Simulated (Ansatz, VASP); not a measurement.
## Two plane-wave programs on Ca

File POSCAR:

```
Ca
1.0
    3.7719176863      0.0000000000      0.0000000000
   -1.8859588432      3.2665765374      0.0000000000
    0.0000000000      0.0000000000     12.3733806946
Ca
4
Direct
    0.0000000000      1.0000000000      1.0000000000
    1.0000000000      1.0000000000      0.5000000000
    0.3333333333      0.6666666667      0.2500000000
    0.6666666667      0.3333333333      0.7500000000
```

File INCAR.step1:

```
SYSTEM = Ca
PREC     = Accurate       ! precision mode
ENCUT    = 520            ! plane-wave cutoff, eV
ISMEAR   = -1             ! smearing method
SIGMA    = 0.1            ! smearing width, eV
LREAL    = .FALSE.        ! projectors in reciprocal space
LASPH    = .TRUE.         ! aspherical terms in the spheres
NELM     = 100            ! most SCF steps
NBANDS   = 28             ! bands
GGA      = PE             ! functional
ALGO     = Normal         ! electronic algorithm
EDIFF    = 1E-4           ! SCF threshold, eV
LWAVE    = .TRUE.         ! write WAVECAR
LCHARG   = .FALSE.        ! write CHGCAR
```

Contents of INCAR.step2:

```
SYSTEM = Ca
PREC     = Accurate       ! precision mode
ENCUT    = 520            ! plane-wave cutoff, eV
EDIFF    = 1E-6           ! SCF threshold, eV
ISMEAR   = -1             ! smearing method
SIGMA    = 0.1            ! smearing width, eV
LREAL    = .FALSE.        ! projectors in reciprocal space
LASPH    = .TRUE.         ! aspherical terms in the spheres
NELM     = 100            ! most SCF steps
ALGO     = Normal         ! electronic algorithm
ISIF     = 2              ! what is computed and relaxed
LWAVE    = .FALSE.        ! write WAVECAR
LCHARG   = .FALSE.        ! write CHGCAR
METAGGA  = R2SCAN         ! meta-GGA
LMIXTAU  = .TRUE.       
NBANDS   = 28             ! bands
ISTART   = 1
```

File KPOINTS:

```
Automatic mesh
0
G
  10 10 3
  0 0 0
```

Input for Ansatz:

```yaml
crystal:
  lattice:
    - [3.7719176863, 0.0, 0.0]
    - [-1.8859588432, 3.2665765374, 0.0]
    - [0.0, 0.0, 12.3733806946]
  atoms:
    - { symbol: Ca, position: [0.0, 1.0, 1.0] }
    - { symbol: Ca, position: [1.0, 1.0, 0.5] }
    - { symbol: Ca, position: [0.3333333333, 0.6666666667, 0.25] }
    - { symbol: Ca, position: [0.6666666667, 0.3333333333, 0.75] }
hamiltonian:
  xc: r2scan
  pseudopotentials:
    kind: paw
    azcp:
      Ca: "pseudopotentials/Ca.paw.azcp"
basis:
  ecutwfc: 500
  fft_grid_basis: typed
kpoints:
  mp_grid: { grid: [10, 10, 3], shift: [0, 0, 0] }
magnetization:
  spin_polarized: false
scf:
  occupations: { method: fermi_dirac, width: 0.1 }
  lower_state_search: "off"
output:
  stress: true
  write_density: true
  write_potential: true
  elf: true
  volumetric_format: npy
```

Alike in both runs: task single point; functional r2SCAN; k mesh 10 × 10 × 3; occupations fermi-dirac, width 0.1 eV; no spin polarisation.

|  | VASP | Ansatz |
| --- | --- | --- |
| version | VASP 6.6.1 | Ansatz 0.2.0 |
| potentials or method | VASP PAW PBE potentials, release 64 (Ca_sv), cutoff 520 eV | plane waves (500 eV) with PAW, scalar-relativistic |
| valence electrons in the cell | 40 | 40 |

Ansatz gave:

| Item | Value |
| --- | --- |
| pressure (GPa) | 2.8 |
| traceless stress, the component that is largest in VASP (GPa) | 0.20 |

**Question.** Which values does VASP return?

**Answer.** Pressure (GPa): 2.9; traceless stress, the component that is largest in VASP (GPa): 0.20.

VASP's potentials were made for PBE, not for r2SCAN. The functional is the same, so the differences come from potentials, cutoffs and numerics.
